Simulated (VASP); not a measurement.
## Li2S: single point with r2SCAN

Li2S:

```
Li S
1.0
     0.00000    2.84450    2.84450
     2.84450    0.00000    2.84450
     2.84450    2.84450    0.00000
Li S
2 1
Cartesian
  1.4223 1.4223 1.4223
  4.2668 4.2668 4.2668
  0.0000 0.0000 0.0000
```

```
Program             : VASP 6.6.1
Task                : single point
Functional          : r2SCAN
Potentials or basis : VASP PAW PBE potentials, release 64 (Li_sv, S)
Cutoff              : 830 eV
k mesh              : 8 × 8 × 8
Occupations         : gaussian, width 0.02 eV
Spin                : no spin polarisation
```

```yaml
Pressure: -0.2 GPa
Band_gap_on_the_k_mesh: 3.86 eV, indirect (least direct gap 5.06 eV)
```

Levels at points of the mesh, in eV from the valence-band top:
```csv
k point,band 3,band 4,band 5,band 6,band 7,band 8,band 9,band 10
"(0.00, 0.00, 0.00)",-11.49,0.00,0.00,0.00,5.06,6.91,6.91,6.91
"(0.50, 0.00, 0.00)",-11.05,-2.89,-0.51,-0.51,6.98,7.19,7.19,9.14
"(0.50, 0.50, 0.00)",-10.92,-2.16,-1.44,-1.44,3.86,7.90,12.17,12.17
```

Wall time 97 s on 1 thread of Intel(R) Xeon(R) 6975P-C (Granite Rapids), with other jobs on the host, peak memory 0.26 GiB.

Caveat: the PAW data sets were made with another functional, which shifts forces and pressure a little. r2SCAN opens gaps a little over a GGA but as a rule still falls short of measured ones.
